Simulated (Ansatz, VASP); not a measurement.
**Mo: VASP beside Ansatz**

File INCAR:

```
SYSTEM = Mo
PREC = Accurate
ENCUT = 500
EDIFF = 1E-6
ISMEAR = 0
SIGMA = 0.1
LREAL = .FALSE.
LASPH = .TRUE.
NELM = 120
ALGO = Normal
ISIF = 2
LWAVE = .FALSE.
LCHARG = .FALSE.
GGA = PS
NBANDS = 21
GGA_COMPAT = .FALSE.
```

The input KPOINTS:

```
Automatic mesh
0
G
  6 6 4
  0 0 0
```

The input POSCAR:

```
Mo
1.0
    2.7300990806      0.0000000000      0.0000000000
   -1.3650495403      2.3643351586      0.0000000000
    0.0000000000      0.0000000000      4.8392898823
Mo
2
Direct
    0.3333333333      0.6666666667      0.2500000000
    0.6666666667      0.3333333333      0.7500000000
```

Input for Ansatz:

```yaml
crystal:
  lattice:
    - [2.7300990817, 0.0, 0.0]
    - [-1.3650495408, 2.3643351596, 0.0]
    - [0.0, 0.0, 4.8392898835]
  atoms:
    - { symbol: Mo, position: [0.3333333333, 0.6666666667, 0.25] }
    - { symbol: Mo, position: [0.6666666667, 0.3333333333, 0.75] }
basis:
  ecutwfc: 420
kpoints:
  mp_grid: { grid: [6, 6, 4] }
hamiltonian:
  xc: pbesol
  pseudopotentials: { kind: paw, azcp: { folder: soft_1 } }
scf:
  occupations: { method: gaussian, width: 0.1 }
output:
  forces: true
  stress: true
  eigenvalues: true
```

Alike in both runs: task single point; functional PBEsol; k mesh 6 × 6 × 4; occupations gaussian, width 0.1 eV; no spin polarisation.

|  | VASP | Ansatz |
| --- | --- | --- |
| version | VASP 6.6.1 | Ansatz 0.2.0 |
| potentials or method | VASP PAW PBE potentials, release 64 (Mo_sv), cutoff 500 eV | scalar-relativistic, plane waves, PAW |
| valence electrons in the cell | 28 | 28 |

```csv
,VASP,Ansatz,Ansatz less VASP
gap on the k mesh at the Fermi level (eV),none,none,-
pressure (GPa),0.5,0.0,-0.48
```

VASP's potentials were made for PBE, not for PBEsol, and Ansatz warns of the same on its side. A gap of «none» marks a metal or a gap that the smearing closes. The functional is the same, so the differences come from potentials, cutoffs and numerics.

The k mesh is coarse, so the values compare programs but aren't converged.
